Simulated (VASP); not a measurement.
A run of VASP 6.6.1:

File INCAR:

```
PREC = Accurate ; ENCUT = 520
EDIFF = 1E-7 ; ISMEAR = -1
SIGMA = 0.05 ; LREAL = False
LASPH = True ; NELM = 100
ALGO = Normal ; ISIF = 2
LWAVE = False ; LCHARG = False
GGA = PE ; NBANDS = 35
```

KPOINTS

```
regular mesh
0
Gamma
  3 3 5
```

Contents of POSCAR:

```
SnO2
1.0
    4.7083472500      0.0000000000      0.0000000000
    0.0000000000      4.7083472500      0.0000000000
    0.0000000000      0.0000000000      3.1665573100
Sn O
2 4
Direct
   -0.0027268592      0.0040519526      0.0087097745
    0.5020704452      0.5015481813      0.4959496533
    0.2979255619      0.3258478864     -0.0106045767
    0.2024859148      0.8130570658      0.5081967078
    0.7052100926      0.7068541939     -0.0156431718
    0.7972831656      0.1920427598      0.4992352404
```

Potentials or basis: VASP PAW PBE potentials, release 64 (Sn_d, O).

Command:

```console
$ cat potpaw_PBE.64/Sn_d/POTCAR potpaw_PBE.64/O/POTCAR > POTCAR
$ mpirun -np 1 vasp_std > vasp.out
```

Hardware: 1 thread of AMD EPYC 9R45 (Zen 5) (shared host).

Problem. How long does it take, and how much memory?

Solution. Wall time 36 s on 1 thread of AMD EPYC 9R45 (Zen 5), with other jobs on the host, peak memory 0.16 GiB. Counts: scf iterations 15, k points 23.
